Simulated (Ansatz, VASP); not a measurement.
# One calculation of BeTe, two programs

The input INCAR:

```
SYSTEM = BeTe
ALGO = Normal ; EDIFF = 1E-6
ENCUT = 600 ; GGA = RE
GGA_COMPAT = .False. ; ISIF = 2
ISMEAR = 0 ; LASPH = .True.
LCHARG = .False. ; LREAL = .False.
LWAVE = .False. ; NBANDS = 11
NELM = 120 ; PREC = Accurate
SIGMA = 0.05
```

Contents of KPOINTS:

```
k-points
0
Gamma
  8 8 8
  0 0 0
```

The input POSCAR:

```
BeTe
1.0
    0.0000000000      2.8713005909      2.8713005909
    2.8713005909      0.0000000000      2.8713005909
    2.8713005909      2.8713005909      0.0000000000
Be Te
1 1
Direct
    0.0000000000      0.0000000000      0.0000000000
    0.7500000000      0.7500000000      0.7500000000
```

Input for Ansatz:

```yaml
crystal:
  lattice:
    - [0.0, 2.8713005909, 2.8713005909]
    - [2.8713005909, 0.0, 2.8713005909]
    - [2.8713005909, 2.8713005909, 0.0]
  atoms:
    - { symbol: Be, position: [0.0, 0.0, 0.0] }
    - { symbol: Te, position: [0.75, 0.75, 0.75] }
basis:
  ecutwfc: 420
  ecutrho_ratio: 4
kpoints:
  mp_grid: { grid: [8, 8, 8] }
hamiltonian:
  xc: revpbe
scf:
  occupations: { method: gaussian, width: 0.05 }
output:
  forces: true
  stress: true
  eigenvalues: true
```

Alike in both runs: task single point; functional revPBE; k mesh 8 × 8 × 8; occupations gaussian, width 0.05 eV; no spin polarisation.

|  | VASP | Ansatz |
| --- | --- | --- |
| version | VASP 6.6.1 | Ansatz 0.2.0 |
| potentials or method | VASP PAW PBE potentials, release 64 (Be, Te), cutoff 600 eV | scalar-relativistic, plane waves, PAW |
| valence electrons in the cell | 8 | 18 |

|  | VASP | Ansatz | Ansatz less VASP |
| --- | --- | --- | --- |
| gap on the k mesh at the Fermi level (eV) | 2.18 | 2.20 | +0.013 |
| least direct gap on the mesh (eV) | 3.47 | 3.48 | +0.009 |
| pressure (GPa) | -0.9 | -1.0 | -0.09 |

VASP's potentials were made for PBE, not for revPBE. VASP's potentials hold 8 valence electrons a cell and Ansatz's 18, so a difference there can come from the potentials and not from the codes.

Spin-orbit coupling is off throughout.
